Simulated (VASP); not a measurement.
# KF (F-43m) in VASP: a series of runs

The runs below take KF through single point, with PBE-based screened hybrid, PBE-based global hybrid.

Everything below comes from runs of VASP 6.6.1. Logs are shortened: lines on timing, memory, paths and dates and some standing lists are left out, and cuts for length are marked.

**1. The cell of the first run**

The structure is cubic, space group F-43m (No. 216). Conventional cell: a = 5.871 Å, b = 5.871 Å, c = 5.871 Å, α = 90.00°, β = 90.00°, γ = 90.00°. Within 3.4 Å of K (site symmetry -43m) lie 4 F at 2.54 Å. F (site symmetry -43m) has 4 K at 2.54 Å within 3.4 Å.

**2. Single point, PBE-based screened hybrid**

POSCAR

```
KF
1.0
    0.0000000000      2.9354014290      2.9354014290
    2.9354014290      0.0000000000      2.9354014290
    2.9354014290      2.9354014290      0.0000000000
K F
1 1
Direct
    0.0000000000      0.0000000000      0.0000000000
    0.2500000000      0.2500000000      0.2500000000
```

INCAR.step1

```
ALGO = Normal
EDIFF = 1E-5
ENCUT = 520
GGA = PE
ISIF = 2
ISMEAR = 0
LASPH = T
LREAL = F
LWAVE = T
NBANDS = 15
NELM = 100
PREC = Accurate
SIGMA = 0.01
```

INCAR.step2

```
AEXX = 0.75
ALGO = Normal
EDIFF = 1E-7
ENCUT = 520
GGA = PE
HFSCREEN = 0.2078
ISIF = 2
ISMEAR = 0
ISTART = 1
LASPH = T
LCHARG = T
LELF = T
LHFCALC = T
LREAL = F
LVHAR = T
LWAVE = F
NBANDS = 15
NELM = 100
PREC = Accurate
PRECFOCK = Normal
SIGMA = 0.01
```

KPOINTS

```
k-points
0
Gamma
  4 4 4
```

Potentials or basis: VASP PAW PBE potentials, release 64 (K_sv, F).

Command:

```
cat potpaw_PBE.64/K_sv/POTCAR potpaw_PBE.64/F/POTCAR > POTCAR
cp INCAR.step1 INCAR
mpirun -np 1 vasp_std > vasp.out
cp INCAR.step2 INCAR
mpirun -np 1 vasp_std > vasp.out
```

OUTCAR:

```text
AEXX = 0.75
   EDIFF = 1E-7
   ENCUT = 520
   GGA = PE
   HFSCREEN = 0.2078
   ISIF = 2
   ISMEAR = 0
   ISTART = 1
   LASPH = T
   LHFCALC = T
   LREAL = F
   NELM = 100
   PREC = Accurate
   PRECFOCK = Normal

 ion  position               nearest neighbor table
   1  0.000  0.000  0.000-   2 2.54   2 2.54   2 2.54   2 2.54
   2  0.250  0.250  0.250-   1 2.54   1 2.54   1 2.54   1 2.54

  LATTYP: Found a face centered cubic cell.
 ALAT       =     5.8708028580

  Lattice vectors:

 A1 = (   0.0000000000,   2.9354014290,   2.9354014290)
 A2 = (   2.9354014290,   0.0000000000,   2.9354014290)
 A3 = (   2.9354014290,   2.9354014290,   0.0000000000)

Analysis of symmetry for initial positions (statically):
=====================================================================
 Subroutine PRICEL returns:
 Original cell was already a primitive cell.

 Routine SETGRP: Setting up the symmetry group for a
 face centered cubic supercell.

 Subroutine GETGRP returns: Found 24 space group operations
 (whereof 24 operations were pure point group operations)
 out of a pool of 48 trial point group operations.

The static configuration has the point symmetry T_d .

Analysis of symmetry for dynamics (positions and initial velocities):
=====================================================================
 Subroutine PRICEL returns:
 Original cell was already a primitive cell.

 Routine SETGRP: Setting up the symmetry group for a
 face centered cubic supercell.

 Subroutine GETGRP returns: Found 24 space group operations
 (whereof 24 operations were pure point group operations)
 out of a pool of 48 trial point group operations.

The dynamic configuration has the point symmetry T_d .

 Subroutine INISYM returns: Found 24 space group operations
 (whereof 24 operations are pure point group operations),
 and found     1 'primitive' translations

----------------------------------------------------------------------------------------

                                     Primitive cell

  volume of cell :      50.5863

  direct lattice vectors                    reciprocal lattice vectors
     0.000000000  2.935401429  2.935401429    -0.170334454  0.170334454  0.170334454
     2.935401429  0.000000000  2.935401429     0.170334454 -0.170334454  0.170334454
     2.935401429  2.935401429  0.000000000     0.170334454  0.170334454 -0.170334454

  length of vectors
     4.151284512  4.151284512  4.151284512     0.295027929  0.295027929  0.295027929

  position of ions in fractional coordinates (direct lattice)
     0.000000000  0.000000000  0.000000000
     0.250000000  0.250000000  0.250000000

  ion indices of the primitive-cell ions
   primitive index   ion index
                 1           1
                 2           2

----------------------------------------------------------------------------------------

 KPOINTS: k-points

Automatic generation of k-mesh.
 Grid dimensions read from file:
 generate k-points for:    4    4    4

 Generating k-lattice:

  Cartesian coordinates                     Fractional coordinates (reciprocal lattice)
    -0.042583614  0.042583614  0.042583614     0.250000000  0.000000000  0.000000000
     0.042583614 -0.042583614  0.042583614     0.000000000  0.250000000  0.000000000
     0.042583614  0.042583614 -0.042583614     0.000000000  0.000000000  0.250000000

  Length of vectors
     0.073756982  0.073756982  0.073756982

  Shift w.r.t. Gamma in fractional coordinates (k-lattice)
     0.000000000  0.000000000  0.000000000

 Subroutine IBZKPT returns following result:
 ===========================================

 Found      8 irreducible k-points:

 Following reciprocal coordinates:
            Coordinates               Weight
  0.000000  0.000000  0.000000      1.000000
  0.250000  0.000000  0.000000      8.000000
  0.500000  0.000000  0.000000      4.000000
  0.250000  0.250000  0.000000      6.000000
  0.500000  0.250000  0.000000     24.000000
 -0.250000  0.250000  0.000000     12.000000
  0.500000  0.500000  0.000000      3.000000
 -0.250000  0.500000  0.250000      6.000000
   k-points           NKPTS =      8   k-points in BZ     NKDIM =     64   number of bands    NBANDS=     15
   number of dos      NEDOS =    301   number of ions     NIONS =      2
   total plane-waves  NPLWV =  32768
   dimension x,y,z NGX =    32 NGY =   32 NGZ =   32
   dimension x,y,z NGXF=    64 NGYF=   64 NGZF=   64
   ions per type =               1   1
   NGX,Y,Z   is equivalent  to a cutoff of  12.81, 12.81, 12.81 a.u.
   NGXF,Y,Z  is equivalent  to a cutoff of  25.63, 25.63, 25.63 a.u.
 SYSTEM =  unknown system
   PREC   = accura    normal or accurate (medium, high low for compatibility)
   ISTART =      1    job   : 0-new  1-cont  2-samecut
   ICHARG =      0    charge: 1-file 2-atom 10-const
   ISPIN  =      1    spin polarized calculation?
   LNONCOLLINEAR =      F non collinear calculations
   LSORBIT =      F    spin-orbit coupling
   LASPH  =      T    aspherical Exc in radial PAW
   ENCUT  =  520.0 eV  38.22 Ry    6.18 a.u.   7.72  7.72  7.72*2*pi/ulx,y,z
   NELM   =    100;   NELMIN=  2; NELMDL=  0     # of ELM steps
   EDIFF  = 0.1E-06   stopping-criterion for ELM
   LREAL  =      F    real-space projection
   EDIFFG = 0.1E-05   stopping-criterion for IOM
   NSW    =      0    number of steps for IOM
   IBRION =     -1    ionic relax: 0-MD 1-quasi-New 2-CG
   NFREE  =      0    steps in history (QN), initial steepest desc. (CG)
   ISIF   =      2    stress and relaxation
   ISYM   =      3    0-nonsym 1-usesym 2-fastsym
   POTIM  = 0.5000    time-step for ionic-motion
   TEBEG  =    0.0;   TEEND  =   0.0 temperature during run
   PSTRESS=    0.0 pullay stress
   NELECT =      16.0000    total number of electrons
   NUPDOWN=      -1.0000    fix difference up-down
   EMIN   =  10.00;   EMAX   =-10.00  energy-range for DOS
   EFERMI =   0.00;   METHOD = LEGACY
   ISMEAR =     0;   SIGMA  =   0.01  broadening in eV -4-tet -1-fermi 0-gaus
   EFERMI_NEDOS =   21; number of points for ismear=-14 and -15
   IALGO  =     38    algorithm
   IMIX   =      1    mixing-type and parameters
     AMIX     =   0.40;   BMIX     =  1.00
     AMIX_MAG =   1.60;   BMIX_MAG =  1.00
  volume/ion in A,a.u.               =      25.29       170.69
  Fermi-wavevector in a.u.,A,eV,Ry     =   1.115417  2.107833 16.927763  1.244155
  Thomas-Fermi vector in A             =   2.252022
   LORBIT       =      0    0 simple, 1 ext, 2 COOP (PROOUT), +10 PAW based schemes
   GGA     = PE    functional components
   LHFCALC =     T    Hartree Fock is set to
   PRECFOCK=normal    Normal, Fast or Accurate (Low or Medium for compatibility)
   ENCUT4O =  -1.0   cutoff for four orbital integrals eV
   NKREDX  =     1    reduce k-point grid by
   NKREDY  =     1    reduce k-point grid by
   NKREDZ  =     1    reduce k-point grid by
   AEXX    =    0.7500 exact exchange contribution
   HFSCREEN=    0.2078 screening length (either q_TF or 0.3 A-1)
   HFSCREENC=   0.2078 screening length for correlation (either q_TF or 0.3 A-1)
   ENCUTFOCK=  -1.0 apply spherical cutoff to Coloumb kernel
   IVDW    =     0    specifies the selected vdW correction
   LEPSILON=     F    determine dielectric tensor
   LRPA    =     F    only Hartree local field effects (RPA)
 non-spin polarized calculation
 Gauss-broadening in eV      SIGMA  =   0.01
  energy-cutoff  :      520.00
  volume of cell :       50.59
 maximum number of plane-waves:      1380
 NGX is ok and might be reduce to    32
  NGX = 24; NGY = 24; NGZ = 24

 number of electron      15.9999996 magnetization

 Free energy of the ion-electron system (eV)
  ---------------------------------------------------
  ext. energy  EPLUGINS =         0.00000000
  ---------------------------------------------------
  free energy    TOTEN  =       -13.31731749 eV

  energy without entropy =      -13.31731749  energy(sigma->0) =      -13.31731749

 E-fermi :  -8.2778     XC(G=0):  -3.4454

 val. band max:       -8.4542113469   @ k =  -0.2500   0.5000   0.2500
 cond. band min:       2.5822341608   @ k =   0.0000   0.0000   0.0000
 fundamental gap:     11.0364455077
 Fermi energy:        -8.2777525804

 k-point     1 :       0.0000    0.0000    0.0000
  band No.  band energies     occupation
      1     -39.0257      2.00000
      2     -31.5944      2.00000
      3     -18.3641      2.00000
      4     -18.3641      2.00000
      5     -18.3641      2.00000
      6      -8.6796      2.00000
      7      -8.6796      2.00000
      8      -8.6796      2.00000
      9       2.5822      0.00000
     10      10.6214      0.00000
     11      10.6214      0.00000
     12      10.6214      0.00000
     13      10.6444      0.00000
     14      10.6444      0.00000
     15      14.8629      0.00000

 k-point     2 :       0.2500    0.0000    0.0000
  band No.  band energies     occupation
      1     -38.9997      2.00000
      2     -31.6383      2.00000
      3     -18.4200      2.00000
      4     -18.3951      2.00000
      5     -18.3951      2.00000
      6      -8.7086      2.00000
      7      -8.6295      2.00000
      8      -8.6295      2.00000
      9       3.7059      0.00000
     10       9.0547      0.00000
     11       9.6381      0.00000
     12       9.6381      0.00000
     13      11.6335      0.00000
     14      11.6335      0.00000
     15      12.8372      0.00000

 k-point     3 :       0.5000    0.0000    0.0000
  band No.  band energies     occupation
      1     -38.9735      2.00000
      2     -31.6822      2.00000
      3     -18.4809      2.00000
      4     -18.4256      2.00000
      5     -18.4256      2.00000
      6      -8.7014      2.00000
      7      -8.5810      2.00000
      8      -8.5810      2.00000
      9       5.5413      0.00000
     10       6.8736      0.00000
     11       9.3183      0.00000
     12       9.3183      0.00000
     13      12.2157      0.00000
     14      12.2157      0.00000
     15      13.2890      0.00000

 k-point     4 :       0.2500    0.2500    0.0000
  band No.  band energies     occupation
      1     -38.9911      2.00000
      2     -31.6528      2.00000
      3     -18.4413      2.00000
      4     -18.4412      2.00000
      5     -18.3640      2.00000
      6      -8.8057      2.00000
      7      -8.5690      2.00000
      8      -8.5690      2.00000
      9       4.0464      0.00000
     10       7.6871      0.00000
     11      10.5349      0.00000
     12      11.0797      0.00000
     13      11.0797      0.00000
     14      11.3059      0.00000
     15      14.6050      0.00000

 k-point     5 :       0.5000    0.2500    0.0000
  band No.  band energies     occupation
      1     -38.9649      2.00000
      2     -31.6964      2.00000
      3     -18.5560      2.00000
      4     -18.4717      2.00000
      5     -18.3389      2.00000
      6      -8.7788      2.00000
      7      -8.5366      2.00000
      8      -8.5182      2.00000
      9       5.4799      0.00000
     10       6.7746      0.00000
     11       9.5713      0.00000
     12      10.1135      0.00000
     13      12.1070      0.00000
     14      12.4461      0.00000
     15      13.0763      0.00000

 k-point     6 :      -0.2500    0.2500    0.0000
  band No.  band energies     occupation
      1     -38.9736      2.00000
      2     -31.6819      2.00000
      3     -18.5513      2.00000
      4     -18.4260      2.00000
      5     -18.3513      2.00000
      6      -8.7121      2.00000
      7      -8.5782      2.00000
      8      -8.5777      2.00000
      9       4.9879      0.00000
     10       7.6274      0.00000
     11       9.3103      0.00000
     12       9.3373      0.00000
     13      11.9821      0.00000
     14      12.6627      0.00000
     15      13.1305      0.00000

 k-point     7 :       0.5000    0.5000    0.0000
  band No.  band energies     occupation
      1     -38.9562      2.00000
      2     -31.7109      2.00000
      3     -18.5173      2.00000
      4     -18.5173      2.00000
      5     -18.3665      2.00000
      6      -8.8943      2.00000
      7      -8.4560      2.00000
      8      -8.4560      2.00000
      9       5.8392      0.00000
     10       6.0607      0.00000
     11      10.9967      0.00000
     12      11.6682      0.00000
     13      11.6682      0.00000
     14      12.2008      0.00000
     15      12.8516      0.00000

 k-point     8 :      -0.2500    0.5000    0.2500
  band No.  band energies     occupation
      1     -38.9561      2.00000
      2     -31.7106      2.00000
      3     -18.5803      2.00000
      4     -18.5217      2.00000
      5     -18.3032      2.00000
      6      -8.7483      2.00000
      7      -8.5907      2.00000
      8      -8.4542      2.00000
      9       5.8913      0.00000
     10       6.3488      0.00000
     11       9.8601      0.00000
     12      10.6930      0.00000
     13      11.6713      0.00000
     14      12.5854      0.00000
     15      12.9862      0.00000

------------------------ aborting loop because EDIFF is reached ----------------------------------------

  FORCE on cell =-STRESS in cart. coord.  units (eV):
  Direction    XX          YY          ZZ          XY          YZ          ZX
  --------------------------------------------------------------------------------------
  -------------------------------------------------------------------------------------
  Total       -0.1141504     -0.1141504     -0.1141504     -0.0000000      0.0000000      0.0000000
  in kB       -3.6153922     -3.6153922     -3.6153922     -0.0000000      0.0000000      0.0000000
  external PRESSURE =      -3.6153922 kB  Pullay stress =       0.0000000 kB

 VOLUME and BASIS-vectors are now :
 -----------------------------------------------------------------------------
  energy-cutoff  :      520.00
  volume of cell :       50.59
      direct lattice vectors                 reciprocal lattice vectors
     0.000000000  2.935401429  2.935401429    -0.170334454  0.170334454  0.170334454
     2.935401429  0.000000000  2.935401429     0.170334454 -0.170334454  0.170334454
     2.935401429  2.935401429  0.000000000     0.170334454  0.170334454 -0.170334454

 POSITION                                       TOTAL-FORCE (eV/Angst)
 -----------------------------------------------------------------------------------
      0.00000      0.00000      0.00000        -0.000000     -0.000000     -0.000000
      1.46770      1.46770      1.46770         0.000000      0.000000      0.000000
 -----------------------------------------------------------------------------------
    total drift:                               -0.000004      0.000001      0.000001

  FREE ENERGIE OF THE ION-ELECTRON SYSTEM (eV)
  ---------------------------------------------------
  free  energy   TOTEN  =       -13.3173174891 eV

  energy  without entropy=      -13.3173174891  energy(sigma->0) =      -13.31731749
```

It took 7.6 min on 1 thread of Oxide Virtual Turin-like, shared host; peak memory 0.25 GiB.

Results:

- Free energy: -13.3173 eV
- Pressure: -0.4 GPa
- Band gap on the k mesh: 11.04 eV, indirect (least direct gap 11.26 eV)

Caveat: the k points lie up to 0.46 Å⁻¹ apart; the PAW data sets were made with another functional, which shifts forces and pressure a little.

**3. Single point, PBE-based global hybrid**

POSCAR is that of step 2.

INCAR.step1

```
SYSTEM = KF
ALGO     = Normal         ! electronic algorithm
EDIFF    = 1E-5           ! SCF threshold, eV
ENCUT    = 520            ! plane-wave cutoff, eV
GGA      = PE             ! functional
ISIF     = 2              ! what is computed and relaxed
ISMEAR   = 0              ! smearing method
LASPH    = .TRUE.         ! aspherical terms in the spheres
LREAL    = .FALSE.        ! projectors in reciprocal space
LWAVE    = .TRUE.         ! write WAVECAR
NBANDS   = 15             ! bands
NELM     = 100            ! most SCF steps
PREC     = Accurate       ! precision mode
SIGMA    = 0.01           ! smearing width, eV
```

INCAR.step2

```
SYSTEM = KF
AEXX     = 0.1            ! exact-exchange fraction
ALGO     = Normal         ! electronic algorithm
EDIFF    = 1E-6           ! SCF threshold, eV
ENCUT    = 520            ! plane-wave cutoff, eV
GGA      = PE             ! functional
ISIF     = 2              ! what is computed and relaxed
ISMEAR   = 0              ! smearing method
ISTART   = 1            
LASPH    = .TRUE.         ! aspherical terms in the spheres
LCHARG   = .TRUE.         ! write CHGCAR
LELF     = .TRUE.         ! ELF
LHFCALC  = .TRUE.         ! exact exchange
LREAL    = .FALSE.        ! projectors in reciprocal space
LVHAR    = .TRUE.       
LWAVE    = .FALSE.        ! write WAVECAR
NBANDS   = 15             ! bands
NELM     = 100            ! most SCF steps
PREC     = Accurate       ! precision mode
PRECFOCK = Normal       
SIGMA    = 0.01           ! smearing width, eV
```

KPOINTS

```
k-points
0
G
  4 4 4
  0 0 0
```

Potentials or basis: VASP PAW PBE potentials, release 64 (K_sv, F).

Command:

```
cat potpaw_PBE.64/K_sv/POTCAR potpaw_PBE.64/F/POTCAR > POTCAR
cp INCAR.step1 INCAR
mpirun -np 1 vasp_std > vasp.out
cp INCAR.step2 INCAR
mpirun -np 1 vasp_std > vasp.out
```

It took 4.8 min on 1 thread of Oxide Virtual Turin-like, shared host; peak memory 0.15 GiB.

Results (log left out):

```
Free energy            : -8.9850 eV
Pressure               : 0.8 GPa
Band gap on the k mesh : 6.21 eV, indirect (least direct gap 6.42 eV)
```

Levels at points of the mesh, in eV from the valence-band top:
| k point | band 6 | band 7 | band 8 | band 9 | band 10 | band 11 |
| --- | --- | --- | --- | --- | --- | --- |
| (0.00, 0.00, 0.00) | -0.21 | -0.21 | -0.21 | 6.21 | 13.04 | 13.04 |
| (0.50, 0.00, 0.00) | -0.27 | -0.12 | -0.12 | 9.09 | 10.30 | 12.12 |
| (0.50, 0.50, 0.00) | -0.45 | 0.00 | 0.00 | 9.34 | 9.49 | 13.55 |

Caveat: the k points lie up to 0.46 Å⁻¹ apart; the PAW data sets were made with another functional, which shifts forces and pressure a little. A k mesh can miss the band edges.

(Part 1 of 2 ends here.)
